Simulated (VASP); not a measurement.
Here is a VASP 6.6.1 calculation.

The input INCAR:

```
SYSTEM = AlIn2N3
PREC     = Accurate       ! precision mode
ENCUT    = 520            ! plane-wave cutoff, eV
EDIFF    = 1E-7           ! SCF threshold, eV
ISMEAR   = 0              ! smearing method
SIGMA    = 0.1            ! smearing width, eV
LREAL    = Auto         
LASPH    = .TRUE.         ! aspherical terms in the spheres
NELM     = 80             ! most SCF steps
ALGO     = Normal         ! electronic algorithm
ISIF     = 2              ! what is computed and relaxed
LWAVE    = .FALSE.        ! write WAVECAR
LCHARG   = .FALSE.        ! write CHGCAR
GGA      = PE             ! functional
NBANDS   = 106            ! bands
ISYM     = 0
```

File KPOINTS:

```
regular mesh
0
G
  3 3 3
  0 0 0
```

Contents of POSCAR:

```
AlIn2N3
1.0
   -0.0030573331      5.9129806378      0.0000459100
    5.1244065423      2.9537916644     -5.5217432381
   -5.1552681210      2.9591037044     -5.5477535130
In Al N
8 4 12
Direct
    0.1654031408      0.4988222283      0.5037397336
    0.6578688943      0.0004362308      0.0190951796
    0.5692729271      0.7590122994      0.7638187721
    0.6768758753      0.6723167102      0.3278145831
    0.1618929581      0.1762958306      0.8461512936
    0.6583664416      0.3353671845      0.6640550312
    0.0811639004      0.9247146823      0.5793670753
    0.5671457420      0.4259798926      0.0956729181
    0.0795587822      0.2461964230      0.2524190002
    0.1509109056      0.8438214516      0.1757748260
    0.0805911794      0.5886427946      0.9294357862
    0.5844318686      0.0880713416      0.4137722225
    0.3739227627      0.9985024898      0.6282381665
    0.8975739701      0.4651218903      0.1370249308
    0.3026199693      0.6667958879      0.0009287543
    0.8405738232      0.1568193031      0.4523549646
    0.2472944702      0.4225247211      0.7518381556
    0.7866993859      0.9103218313      0.2477875032
    0.2701685798      0.7347890359      0.3722600908
    0.7612369849      0.2325698976      0.8978427622
    0.8736032866      0.7972943501      0.8280650882
    0.3442469874      0.2831561226      0.3191096997
    0.7613955343      0.5694226480      0.5674074762
    0.2449879154      0.0567567041      0.0919219220
```

Potentials or basis: VASP PAW PBE potentials, release 64 (In_d, Al, N).

The run is started by

```bash
$ cat potpaw_PBE.64/In_d/POTCAR potpaw_PBE.64/Al/POTCAR potpaw_PBE.64/N/POTCAR > POTCAR
$ mpirun -np 1 vasp_std > vasp.out
```

Q: Estimate the band gap on the k mesh.

A: 0.73 eV.

Q: What does it give for the largest force?

A: 0.050 eV/Å.

Q: What does it give for the pressure?

A: 0.1 GPa.

Stress tensor (GPa, compression positive):
```
0.00 0.01 0.03
0.01 0.04 0.00
0.03 0.00 0.11
```

Caveat: semilocal functionals underestimate gaps, and a narrow one can read as zero; spin-orbit coupling is left out, which moves the levels of the heavy elements.
